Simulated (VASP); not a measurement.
# TaN (P-6m2) in VASP: notebook

The runs below take TaN through single point, with PBEsol.

Everything below comes from runs of VASP 6.6.1. Logs are shortened: lines on timing, memory, paths and dates and some standing lists are left out, and cuts for length are marked.

## (1) The cell of the first run

It takes space group P-6m2 (No. 187, hexagonal). Conventional cell: a = 2.997 Å, b = 2.997 Å, c = 2.907 Å, α = 90.00°, β = 90.00°, γ = 120.00°. Ta (site symmetry -6m2) has 6 N at 2.26 Å and 8 Ta at 2.91 to 3.00 Å within 3.0 Å. Within 3.0 Å of N (site symmetry -6m2) lie 6 Ta at 2.26 Å and 8 N at 2.91 to 3.00 Å.

## (2) Single point, PBEsol

INCAR reads:

```
PREC = Accurate
ENCUT = 520
EDIFF = 1E-6
ISMEAR = 0
SIGMA = 0.15
LREAL = F
LASPH = T
NELM = 60
ALGO = Normal
ISIF = 2
LWAVE = F
LCHARG = F
GGA = PS
NBANDS = 15
```

KPOINTS reads:

```
Automatic mesh
0
Gamma
  18 18 16
```

POSCAR reads:

```
TaN
1.0
    2.9971000000      0.0000000000      0.0000000000
   -1.4985500000      2.5955647377      0.0000000000
    0.0000000000      0.0000000000      2.9066000000
Ta N
1 1
Direct
    0.3333333333      0.6666666667      0.5000000000
    0.0000000000      0.0000000000      0.0000000000
```

Potentials or basis: VASP PAW PBE potentials, release 64 (Ta_pv, N).

Launch:

```bash
cat potpaw_PBE.64/Ta_pv/POTCAR potpaw_PBE.64/N/POTCAR > POTCAR
mpirun -np 1 vasp_std > vasp.out
```

OUTCAR:

```text
PREC = Accurate
   ENCUT = 520
   EDIFF = 1E-6
   ISMEAR = 0
   LREAL = F
   LASPH = T
   NELM = 60
   ISIF = 2
   GGA = PS

 ion  position               nearest neighbor table
   1  0.333  0.667  0.500-   2 2.26   2 2.26   2 2.26   2 2.26   2 2.26   2 2.26
   2  0.000  0.000  0.000-   1 2.26   1 2.26   1 2.26   1 2.26   1 2.26   1 2.26

  LATTYP: Found a hexagonal cell.
 ALAT       =     2.9971000000
 C/A-ratio  =     0.9698041440

  Lattice vectors:

 A1 = (   2.9971000000,   0.0000000000,   0.0000000000)
 A2 = (  -1.4985500000,   2.5955647377,   0.0000000000)
 A3 = (   0.0000000000,   0.0000000000,   2.9066000000)

Analysis of symmetry for initial positions (statically):
=====================================================================
 Subroutine PRICEL returns:
 Original cell was already a primitive cell.

 Routine SETGRP: Setting up the symmetry group for a
 hexagonal supercell.

 Subroutine GETGRP returns: Found 12 space group operations
 (whereof 12 operations were pure point group operations)
 out of a pool of 24 trial point group operations.

The static configuration has the point symmetry D_3h.

Analysis of symmetry for dynamics (positions and initial velocities):
=====================================================================
 Subroutine PRICEL returns:
 Original cell was already a primitive cell.

 Routine SETGRP: Setting up the symmetry group for a
 hexagonal supercell.

 Subroutine GETGRP returns: Found 12 space group operations
 (whereof 12 operations were pure point group operations)
 out of a pool of 24 trial point group operations.

The dynamic configuration has the point symmetry D_3h.

 Subroutine INISYM returns: Found 12 space group operations
 (whereof 12 operations are pure point group operations),
 and found     1 'primitive' translations

----------------------------------------------------------------------------------------

                                     Primitive cell

  volume of cell :      22.6109

  direct lattice vectors                    reciprocal lattice vectors
     2.997100000  0.000000000  0.000000000     0.333655867  0.192636305  0.000000000
    -1.498550000  2.595564738  0.000000000     0.000000000  0.385272610  0.000000000
     0.000000000  0.000000000  2.906600000     0.000000000  0.000000000  0.344044588

  length of vectors
     2.997100000  2.997100000  2.906600000     0.385272610  0.385272610  0.344044588

  position of ions in fractional coordinates (direct lattice)
     0.333333333  0.666666667  0.500000000
     0.000000000  0.000000000  0.000000000

  ion indices of the primitive-cell ions
   primitive index   ion index
                 1           1
                 2           2

----------------------------------------------------------------------------------------

 KPOINTS: Automatic mesh

Automatic generation of k-mesh.
 Grid dimensions read from file:
 generate k-points for:   18   18   16

 Generating k-lattice:

  Cartesian coordinates                     Fractional coordinates (reciprocal lattice)
     0.018536437  0.010702017  0.000000000     0.055555556  0.000000000  0.000000000
     0.000000000  0.021404034  0.000000000     0.000000000  0.055555556  0.000000000
     0.000000000  0.000000000  0.021502787     0.000000000  0.000000000  0.062500000

  Length of vectors
     0.021404034  0.021404034  0.021502787

  Shift w.r.t. Gamma in fractional coordinates (k-lattice)
     0.000000000  0.000000000  0.000000000

 Subroutine IBZKPT returns following result:
 ===========================================

 Found    333 irreducible k-points:

 Following reciprocal coordinates:
            Coordinates               Weight
  0.000000  0.000000  0.000000      1.000000
  0.055556  0.000000  0.000000      6.000000
  0.111111  0.000000  0.000000      6.000000
  0.166667  0.000000  0.000000      6.000000
  0.222222  0.000000  0.000000      6.000000
  0.277778  0.000000  0.000000      6.000000
[... 16 lines left out ...]
  0.333333  0.111111  0.000000     12.000000
  0.388889  0.111111  0.000000     12.000000
 [... further k-points ...]
   k-points           NKPTS =    333   k-points in BZ     NKDIM =    333   number of bands    NBANDS=     15
   number of dos      NEDOS =    301   number of ions     NIONS =      2
   total plane-waves  NPLWV =  13824
   dimension x,y,z NGX =    24 NGY =   24 NGZ =   24
   dimension x,y,z NGXF=    48 NGYF=   48 NGZF=   48
   ions per type =               1   1
   NGX,Y,Z   is equivalent  to a cutoff of  13.31, 13.31, 13.73 a.u.
   NGXF,Y,Z  is equivalent  to a cutoff of  26.63, 26.63, 27.45 a.u.
 SYSTEM =  unknown system
   PREC   = accura    normal or accurate (medium, high low for compatibility)
   ISTART =      0    job   : 0-new  1-cont  2-samecut
   ICHARG =      2    charge: 1-file 2-atom 10-const
   ISPIN  =      1    spin polarized calculation?
   LNONCOLLINEAR =      F non collinear calculations
   LSORBIT =      F    spin-orbit coupling
   LASPH  =      T    aspherical Exc in radial PAW
   ENCUT  =  520.0 eV  38.22 Ry    6.18 a.u.   5.57  5.57  5.40*2*pi/ulx,y,z
   NELM   =     60;   NELMIN=  2; NELMDL= -5     # of ELM steps
   EDIFF  = 0.1E-05   stopping-criterion for ELM
   LREAL  =      F    real-space projection
   EDIFFG = 0.1E-04   stopping-criterion for IOM
   NSW    =      0    number of steps for IOM
   IBRION =     -1    ionic relax: 0-MD 1-quasi-New 2-CG
   NFREE  =      0    steps in history (QN), initial steepest desc. (CG)
   ISIF   =      2    stress and relaxation
   ISYM   =      2    0-nonsym 1-usesym 2-fastsym
   POTIM  = 0.5000    time-step for ionic-motion
   TEBEG  =    0.0;   TEEND  =   0.0 temperature during run
   PSTRESS=    0.0 pullay stress
   NELECT =      16.0000    total number of electrons
   NUPDOWN=      -1.0000    fix difference up-down
   EMIN   =  10.00;   EMAX   =-10.00  energy-range for DOS
   EFERMI =   0.00;   METHOD = LEGACY
   ISMEAR =     0;   SIGMA  =   0.15  broadening in eV -4-tet -1-fermi 0-gaus
   EFERMI_NEDOS =   21; number of points for ismear=-14 and -15
   IALGO  =     38    algorithm
   IMIX   =      4    mixing-type and parameters
     AMIX     =   0.40;   BMIX     =  1.00
     AMIX_MAG =   1.60;   BMIX_MAG =  1.00
  volume/ion in A,a.u.               =      11.31        76.29
  Fermi-wavevector in a.u.,A,eV,Ry     =   1.458843  2.756814 28.956250  2.128224
  Thomas-Fermi vector in A             =   2.575480
   LORBIT       =      0    0 simple, 1 ext, 2 COOP (PROOUT), +10 PAW based schemes
   GGA     = PS    functional components
   LHFCALC =     F    Hartree Fock is set to
   AEXX    =    0.0000 exact exchange contribution
   IVDW    =     0    specifies the selected vdW correction
   LEPSILON=     F    determine dielectric tensor
   LRPA    =     F    only Hartree local field effects (RPA)
 non-spin polarized calculation
 Gauss-broadening in eV      SIGMA  =   0.15
  energy-cutoff  :      520.00
  volume of cell :       22.61
 maximum number of plane-waves:       634
 NGX is ok and might be reduce to    24

 number of electron      15.9999999 magnetization

 Free energy of the ion-electron system (eV)
  ---------------------------------------------------
  ext. energy  EPLUGINS =         0.00000000
  ---------------------------------------------------
  free energy    TOTEN  =       -23.72347010 eV

  energy without entropy =      -23.72270313  energy(sigma->0) =      -23.72308661

 E-fermi :   7.5796     XC(G=0): -13.2431

 val. band max:        7.5413317734   @ k =   0.0000   0.0000   0.4375
 cond. band min:       7.6215523474   @ k =   0.0556   0.0000   0.5000
 fundamental gap:      0.0802205741
 Fermi energy:         7.5796441196

 k-point     1 :       0.0000    0.0000    0.0000
  band No.  band energies     occupation
      1     -27.2891      2.00000
      2     -27.0865      2.00000
      3     -27.0865      2.00000
      4      -9.7855      2.00000
      5       3.1573      2.00000
      6       3.1573      2.00000
      7       3.6218      2.00000
      8       4.8257      2.00000
      9       9.3680      0.00000
     10      11.0430      0.00000
     11      11.0430      0.00000
     12      11.3343      0.00000
     13      11.3343      0.00000
     14      20.3103      0.00000
     15      20.8408      0.00000

 k-point     2 :       0.0556    0.0000    0.0000
  band No.  band energies     occupation
      1     -27.2857      2.00000
      2     -27.1140      2.00000
      3     -27.0924      2.00000
      4      -9.7263      2.00000
      5       2.9570      2.00000
      6       3.2027      2.00000
      7       3.7094      2.00000
      8       4.7388      2.00000
      9       9.6008      0.00000
     10      10.9142      0.00000
     11      11.0500      0.00000
     12      11.3046      0.00000
     13      11.4189      0.00000
     14      20.2963      0.00000
     15      20.8373      0.00000

 k-point     3 :       0.1111    0.0000    0.0000
  band No.  band energies     occupation
      1     -27.2759      2.00000
      2     -27.1926      2.00000
      3     -27.1095      2.00000
      4      -9.5551      2.00000
      5       2.4739      2.00000
      6       3.3322      2.00000
      7       3.9245      2.00000
      8       4.5023      2.00000
      9      10.1546      0.00000
     10      10.6310      0.00000
     11      11.0788      0.00000
     12      11.2201      0.00000
     13      11.6408      0.00000
     14      20.2583      0.00000
     15      20.8296      0.00000
[... 343 lines left out ...]
 k-point    23 :       0.3333    0.1111    0.0000
  band No.  band energies     occupation
      1     -27.8244      2.00000
      2     -27.3160      2.00000
      3     -27.1844      2.00000
      4      -7.8484      2.00000
      5      -0.0741      2.00000
      6       2.9184      2.00000
      7       3.5678      2.00000
      8       5.3450      2.00000
      9       9.8218      0.00000
     10       9.9550      0.00000
     11      12.0472      0.00000
     12      13.2413      0.00000
     13      14.7647      0.00000
     14      19.9093      0.00000
     15      20.8251      0.00000

 k-point    24 :       0.3889    0.1111    0.0000
  band No.  band energies     occupation
      1     -27.8843      2.00000
      2     -27.3374      2.00000
      3     -27.1750      2.00000
      4      -7.6543      2.00000
      5      -0.2598      2.00000
      6       2.7927      2.00000
      7       3.4588      2.00000
      8       5.3997      2.00000
      9       9.8320      0.00000
     10      10.4141      0.00000
     11      11.7990      0.00000
     12      13.3246      0.00000
     13      15.6320      0.00000
     14      18.9581      0.00000
     15      20.8138      0.00000

 [... further k-points ...]

------------------------ aborting loop because EDIFF is reached ----------------------------------------

  FORCE on cell =-STRESS in cart. coord.  units (eV):
  Direction    XX          YY          ZZ          XY          YZ          ZX
  --------------------------------------------------------------------------------------
  -------------------------------------------------------------------------------------
  Total       -2.8812324     -2.8812324     -2.1758043      0.0000000      0.0000000      0.0000000
  in kB     -204.1599252   -204.1599252   -154.1743200      0.0000000      0.0000000      0.0000000
  external PRESSURE =    -187.4980568 kB  Pullay stress =       0.0000000 kB

 VOLUME and BASIS-vectors are now :
 -----------------------------------------------------------------------------
  energy-cutoff  :      520.00
  volume of cell :       22.61
      direct lattice vectors                 reciprocal lattice vectors
     2.997100000  0.000000000  0.000000000     0.333655867  0.192636305  0.000000000
    -1.498550000  2.595564738  0.000000000     0.000000000  0.385272610  0.000000000
     0.000000000  0.000000000  2.906600000     0.000000000  0.000000000  0.344044588

 POSITION                                       TOTAL-FORCE (eV/Angst)
 -----------------------------------------------------------------------------------
     -0.00000      1.73038      1.45330         0.000000      0.000000      0.000000
      0.00000      0.00000      0.00000        -0.000000      0.000000      0.000000
 -----------------------------------------------------------------------------------
    total drift:                                0.000000     -0.000000     -0.000000

  FREE ENERGIE OF THE ION-ELECTRON SYSTEM (eV)
  ---------------------------------------------------
  free  energy   TOTEN  =       -23.7234700971 eV

  energy  without entropy=      -23.7227031326  energy(sigma->0) =      -23.72308661
```

Run time: 27 s. Hardware: 1 thread of Intel Xeon 6975P-C (Granite Rapids), shared host; peak memory 0.23 GiB.

Results:

```
Free energy            : -23.7235 eV
Pressure               : -18.7 GPa
Band gap on the k mesh : zero (band 8 reaches 7.89 eV, above the bottom of band 9 at 7.52 eV)
```

Caveat: the PAW data sets were made with another functional, which shifts forces and pressure a little; spin-orbit coupling is left out, which moves the levels of the heavy elements.

## (3) Single point, PBEsol

This run uses another cell than the first one, of the same volume but with other edges.

INCAR reads:

```
SYSTEM = TaN
ALGO = Normal
EDIFF = 1E-6
ENCUT = 520
GGA = PS
ISIF = 2
ISMEAR = 0
LASPH = .True.
LCHARG = .False.
LREAL = .False.
LWAVE = .False.
NBANDS = 15
NELM = 60
PREC = Accurate
SIGMA = 0.15
```

KPOINTS reads:

```
k-points
0
Gamma
  18 18 16
  0 0 0
```

POSCAR reads:

```
TaN
1.0
    3.0337000000      0.0000000000      0.0000000000
   -1.5168500000      2.6272612675      0.0000000000
    0.0000000000      0.0000000000      2.8349000000
Ta N
1 1
Direct
    0.3333333333      0.6666666667      0.5000000000
    0.0000000000      0.0000000000      0.0000000000
```

Potentials or basis: VASP PAW PBE potentials, release 64 (Ta_pv, N).

Launch:

```bash
cat potpaw_PBE.64/Ta_pv/POTCAR potpaw_PBE.64/N/POTCAR > POTCAR
mpirun -np 1 vasp_std > vasp.out
```

Wall time 26 s (1 thread of Intel Xeon 6975P-C (Granite Rapids), shared host); peak memory 0.23 GiB.

It converged, with:

```yaml
Free_energy: -23.6697 eV
Pressure: -17.2 GPa
Band_gap_on_the_k_mesh: zero (band 8 reaches 7.85 eV, above the bottom of band 9 at 7.58 eV)
```

Stress tensor (GPa, compression positive):
```
-26.16   0.00   0.00
  0.00 -26.16   0.00
  0.00   0.00   0.82
```

Levels at points of the mesh, in eV from the Fermi level:
| k point | band 5 | band 6 | band 7 | band 8 | band 9 | band 10 | band 11 | band 12 |
| --- | --- | --- | --- | --- | --- | --- | --- | --- |
| (0.00, 0.00, 0.00) | -4.71 | -4.71 | -3.92 | -2.52 | 1.52 | 3.65 | 3.65 | 3.85 |
| (0.50, 0.00, 0.00) | -8.11 | -4.52 | -3.31 | -3.31 | 3.04 | 3.34 | 4.64 | 5.21 |
| (0.00, 0.00, 0.50) | -9.03 | -3.94 | -3.94 | -0.03 | -0.03 | 2.85 | 2.85 | 2.94 |
| (0.50, 0.00, 0.50) | -7.10 | -5.94 | -5.73 | -0.25 | 3.77 | 4.74 | 5.94 | 6.53 |

Caveat: the PAW data sets were made with another functional, which shifts forces and pressure a little; spin-orbit coupling is left out, which moves the levels of the heavy elements.

## (4) Single point, PBEsol

INCAR reads:

```
SYSTEM = TaN
PREC = Accurate
ENCUT = 520
EDIFF = 1E-6
ISMEAR = 0
SIGMA = 0.15
LREAL = .FALSE.
LASPH = .TRUE.
NELM = 60
ALGO = Normal
ISIF = 2
LWAVE = .FALSE.
LCHARG = .FALSE.
GGA = PS
NBANDS = 15
```

KPOINTS reads:

```
Automatic mesh
0
G
  18 18 16
  0 0 0
```

POSCAR reads:

```
TaN
1.0
    2.9606000000      0.0000000000      0.0000000000
   -1.4803000000      2.5639548105      0.0000000000
    0.0000000000      0.0000000000      2.9784000000
Ta N
1 1
Direct
    0.3333333333      0.6666666667      0.5000000000
    0.0000000000      0.0000000000      0.0000000000
```

Launch:

```bash
cat potpaw_PBE.64/Ta_pv/POTCAR potpaw_PBE.64/N/POTCAR > POTCAR
mpirun -np 1 vasp_std > vasp.out
```

Run time: 28 s. Hardware: 1 thread of Intel Xeon 6975P-C (Granite Rapids), shared host; peak memory 0.23 GiB.

The run converged. Its results:

- Free energy: -23.7046 eV
- Pressure: -19.5 GPa
- Band gap on the k mesh: zero (band 8 reaches 7.92 eV, above the bottom of band 9 at 7.47 eV)

Stress tensor (GPa, compression positive):
```
-14.11   0.00   0.00
  0.00 -14.11   0.00
  0.00   0.00 -30.16
```

Levels at points of the mesh, in eV from the Fermi level:
| k point | band 5 | band 6 | band 7 | band 8 | band 9 | band 10 | band 11 | band 12 |
| --- | --- | --- | --- | --- | --- | --- | --- | --- |
| (0.00, 0.00, 0.00) | -4.12 | -4.12 | -4.05 | -2.95 | 2.10 | 3.29 | 3.29 | 3.71 |
| (0.50, 0.00, 0.00) | -7.96 | -5.12 | -3.29 | -2.90 | 2.74 | 4.00 | 4.84 | 5.16 |
| (0.00, 0.00, 0.50) | -9.07 | -3.33 | -3.33 | -0.08 | -0.08 | 1.98 | 3.35 | 3.35 |
| (0.50, 0.00, 0.50) | -7.01 | -5.99 | -5.22 | -0.49 | 3.86 | 5.18 | 5.48 | 6.72 |

Caveat: the PAW data sets were made with another functional, which shifts forces and pressure a little; spin-orbit coupling is left out, which moves the levels of the heavy elements.

## (5) The runs side by side

| cell | gap on the mesh (eV) | pressure (GPa) |
| --- | --- | --- |
| a = 2.997, b = 2.997, c = 2.907 Å, angles 90.0, 90.0, 120.0°, 2 atoms | none | -18.7 |
| a = 3.034, b = 3.034, c = 2.835 Å, angles 90.0, 90.0, 120.0°, 2 atoms | none | -17.2 |
| a = 2.961, b = 2.961, c = 2.978 Å, angles 90.0, 90.0, 120.0°, 2 atoms | none | -19.5 |

Alike in all rows: task single point; level PBEsol; potentials or basis VASP PAW PBE potentials, release 64 (Ta_pv, N); no spin polarisation; k mesh 18 × 18 × 16; cutoff (eV) 520; smearing gaussian 0.15 eV.

Caveats: the PAW data sets were made with another functional, which shifts forces and pressure a little; spin-orbit coupling is left out, which moves the levels of the heavy elements.

Total energies depend on the potentials used, so only differences within one code and one set of settings carry meaning.
